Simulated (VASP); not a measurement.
A run of VASP 6.6.1 is set up as follows.

The input INCAR:

```
  ALGO = Normal
  DIPOL = 0.5 0.5 0.500
  EDIFF = 1E-6
  ENCUT = 520
  GGA = PE
  IDIPOL = 3
  ISIF = 2
  ISMEAR = -1
  LASPH = True
  LCHARG = True
  LDIPOL = True
  LELF = True
  LREAL = False
  LVACPOTAV = True
  LVHAR = True
  LWAVE = False
  NBANDS = 30
  NELM = 100
  PREC = Accurate
  SIGMA = 0.08
```

Contents of KPOINTS:

```
k-points
0
Gamma
  12 12 1
```

File POSCAR:

```
Ta
1.0
    3.3195547170      0.0000000000      0.0000000000
    0.0000000000      3.3195547170      0.0000000000
    0.0000000000      0.0000000000     20.9793000000
Ta
4
Direct
    0.2500000000      0.2500000000      0.3813274972
    0.7500000000      0.7500000000      0.4604424988
    0.2500000000      0.2500000000      0.5395575008
    0.7500000000      0.7500000000      0.6186725028
```

Potentials or basis: VASP PAW PBE potentials, release 64 (Ta_pv).

The run is started by

```bash
$ cat potpaw_PBE.64/Ta_pv/POTCAR > POTCAR
$ mpirun -np 1 vasp_std > vasp.out
```

Q: What does it give for the band gap on the k mesh?

A: Zero (bands 22 and 23 overlap by 0.42 eV).

Q: Estimate the largest force.

A: 0.992 eV/Å.

Forces in eV/Å, atoms in the order of the input:
```
Ta   0.000  0.000  0.992
Ta   0.000  0.000 -0.719
Ta   0.000  0.000  0.719
Ta   0.000  0.000 -0.992
```

Caveat: spin-orbit coupling is left out, which moves the levels of the heavy elements.
